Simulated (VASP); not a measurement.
Here is a VASP 6.6.1 calculation.

File INCAR:

```
SYSTEM = Br
PREC = Accurate
ENCUT = 500
EDIFF = 1E-6
ISMEAR = -1
SIGMA = 0.05
LREAL = .False.
LASPH = .True.
NELM = 120
ALGO = Normal
ISIF = 2
LWAVE = .False.
LCHARG = .True.
GGA = PE
LELF = .True.
LVHAR = .True.
NBANDS = 10
GGA_COMPAT = .False.
```

KPOINTS

```
Automatic mesh
0
Gamma
  13 13 13
  0 0 0
```

The input POSCAR:

```
Br
1.0
   -1.3754374615      1.3754374615      3.0281272153
    1.3754374615     -1.3754374615      3.0281272153
    1.3754374615      1.3754374615     -3.0281272153
Br
1
Direct
    0.0000000000      0.0000000000      0.0000000000
```

Potentials or basis: VASP PAW PBE potentials, release 64 (Br).

Run with:

```sh
$ cat potpaw_PBE.64/Br/POTCAR > POTCAR
$ mpirun -np 1 vasp_std > vasp.out
```

(1) Predict the band gap on the k mesh.

(2) Estimate the pressure.

## Answers

(1) zero (an odd number of electrons rules out a gap without spin polarisation).

(2) 10.0 GPa.

Caveat: the cell stands under pressure; an odd number of electrons without spin polarisation forces a metal; a magnetic or distorted state may lie lower.
